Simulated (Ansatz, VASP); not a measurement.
# NbI7: VASP beside Ansatz

```xyz
8
Lattice="-4.0141 4.0141 4.0141 4.0141 -4.0141 4.0141 4.0141 4.0141 -4.0141" Properties=species:S:1:pos:R:3 pbc="T T T"
Nb    0.0000    0.0000    0.0000
I     4.0141    0.0000    0.0000
I     0.0000    0.0000    4.0141
I     0.0000    4.0141    0.0000
I     2.0070    2.0070   -2.0070
I     2.0070   -2.0070    2.0070
I    -2.0070    2.0070    2.0070
I     2.0070    2.0070    2.0070
```

Change from the starting cell: species swapped into the Fe7Co type (Im-3m, No. 229).

Alike in both runs: functional PBE; k mesh 4 × 4 × 4; occupations gaussian, width 0.1 eV; no spin polarisation.

Ansatz relaxed the structure, and its values are those at the end. VASP's run is a single point on that final structure, the one shown.

|  | VASP | Ansatz |
| --- | --- | --- |
| version | VASP 6.6.1 | Ansatz 0.2.0 |
| potentials or method | VASP PAW PBE potentials, release 64 (Nb_sv, I), cutoff 520 eV | scalar-relativistic, plane waves, PAW |
| valence electrons in the cell | 62 | 132 |

|  | VASP | Ansatz | Ansatz less VASP |
| --- | --- | --- | --- |
| gap on the k mesh at the Fermi level (eV) | none | none | - |
| pressure (GPa) | -0.1 | -0.1 | +0.05 |

A gap of «none» marks a metal or a gap that the smearing closes. VASP's potentials hold 62 valence electrons a cell and Ansatz's 132, so a difference there can come from the potentials and not from the codes.

Neither program's run includes spin-orbit coupling.
